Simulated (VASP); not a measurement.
Wanted: the native input for a VASP 6.6.1 run.

- Task: single point
- Functional: PBE
- Potentials or basis: VASP PAW PBE potentials, release 64 (Sr_sv)
- Cutoff: 520 eV
- k mesh: 12 × 12 × 12
- Occupations: fermi-dirac, width 0.08 eV
- Spin: no spin polarisation
- Dipole correction: no
- Further INCAR settings: ALGO = Normal; EDIFF = 1e-07; NBANDS = 11

The structure of Sr lies in POSCAR:

```
Sr
1.0
    0.0000000000      2.6549261638      2.6549261638
    2.6549261638      0.0000000000      2.6549261638
    2.6549261638      2.6549261638      0.0000000000
Sr
1
Direct
    0.0000000000      0.0000000000      0.0000000000
```

This cell differs from its parent crystal: volume scaled by 0.68.

These files were run (other wordings do the same):

INCAR

```
PREC     = Accurate       # precision mode
ENCUT    = 520            # plane-wave cutoff, eV
EDIFF    = 1E-7           # SCF threshold, eV
ISMEAR   = -1             # smearing method
SIGMA    = 0.08           # smearing width, eV
LREAL    = False          # projectors in reciprocal space
LASPH    = True           # aspherical terms in the spheres
NELM     = 80             # most SCF steps
ALGO     = Normal         # electronic algorithm
ISIF     = 2              # what is computed and relaxed
LWAVE    = False          # write WAVECAR
LCHARG   = True           # write CHGCAR
GGA      = PE             # functional
LELF     = True           # ELF
LVHAR    = True         
NBANDS   = 11             # bands
```

KPOINTS

```
regular mesh
0
Gamma
  12 12 12
```

Potentials or basis: VASP PAW PBE potentials, release 64 (Sr_sv).

Command:

```sh
$ cat potpaw_PBE.64/Sr_sv/POTCAR > POTCAR
$ mpirun -np 1 vasp_std > vasp.out
```

It gave:

* Pressure: 8.3 GPa
* Band gap on the k mesh: zero (band 5 reaches 3.15 eV, above the bottom of band 6 at 3.01 eV)

It took 12 s on 1 thread of Intel(R) Xeon(R) 6975P-C (Granite Rapids) (shared host), peak memory 0.17 GiB.
